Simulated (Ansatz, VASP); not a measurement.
Ba: VASP beside Ansatz

```
Ba
1.0
    -2.43750    2.43750    2.50000
     2.43750   -2.43750    2.50000
     2.43750    2.43750   -2.50000
Ba
1
Direct
  0.00000 0.00000 0.00000
```

Change from the starting cell: strain -0.025 along x and y, +0.000 along z, atoms carried along.

Alike in both runs: task single point; functional PBEsol; k mesh 14 × 14 × 14; occupations gaussian, width 0.15 eV; no spin polarisation.

|  | VASP | Ansatz |
| --- | --- | --- |
| version | VASP 6.6.1 | Ansatz 0.2.0 |
| potentials or method | VASP PAW PBE potentials, release 64 (Ba_sv), cutoff 520 eV | scalar-relativistic, plane waves, PAW |
| valence electrons in the cell | 10 | 10 |

Ansatz gave:

- gap on the k mesh at the Fermi level (eV): none
- pressure (GPa): -0.2
- traceless stress, the component that is largest in VASP (GPa): -0.08

Question: Estimate VASP's values.

Answer: gap on the k mesh at the Fermi level (eV): none; pressure (GPa): -0.1; traceless stress, the component that is largest in VASP (GPa): -0.08.

VASP's potentials were made for PBE, not for PBEsol. A gap of «none» marks a metal or a gap that the smearing closes.

Neither program's run includes spin-orbit coupling.
